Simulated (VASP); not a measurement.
Wanted: the native input for a VASP 6.6.1 run.

```yaml
Task: single point
Functional: PBE
Potentials_or_basis: VASP PAW PBE potentials, release 64 (Ca_sv, Se)
Cutoff: 520 eV
k_mesh: 4 × 4 × 4
Occupations: gaussian, width 0.01 eV
Spin: no spin polarisation
Dipole_correction: no
Further_INCAR_settings: ALGO = Normal; EDIFF = 1e-06; NBANDS = 15
```

The structure of CaSe lies in POSCAR:

```
CaSe
1.0
    0.0000000000      3.0565611637      2.9378032962
    3.0565611637      0.0000000000      2.9378032962
    3.0565611637      3.0565611637      0.0000000000
Ca Se
1 1
Direct
    0.0000000000      0.0000000000      0.0000000000
    0.5000000000      0.5000000000      0.5000000000
```

This cell differs from its parent crystal: epitaxial xy strain +3.0%.

One way to write it, as run:

INCAR

```
PREC = Accurate
ENCUT = 520
EDIFF = 1E-6
ISMEAR = 0
SIGMA = 0.01
LREAL = F
LASPH = T
NELM = 80
ALGO = Normal
ISIF = 2
LWAVE = F
LCHARG = F
GGA = PE
NBANDS = 15
```

KPOINTS

```
regular mesh
0
Gamma
  4 4 4
```

Potentials or basis: VASP PAW PBE potentials, release 64 (Ca_sv, Se).

Launch:

```sh
$ cat potpaw_PBE.64/Ca_sv/POTCAR potpaw_PBE.64/Se/POTCAR > POTCAR
$ mpirun -np 1 vasp_std > vasp.out
```

It gave:

- Pressure: -1.3 GPa
- Band gap on the k mesh: 2.13 eV, indirect (least direct gap 2.94 eV)

Caveat: the k points lie up to 0.45 Å⁻¹ apart; the cell differs from its parent crystal (epitaxial xy strain +3.0%).

Wall time 9.9 s on 1 thread of Intel(R) Xeon(R) Platinum 8259CL CPU @ 2.50GHz (Skylake/Cascade Lake) (shared host), peak memory 0.17 GiB.
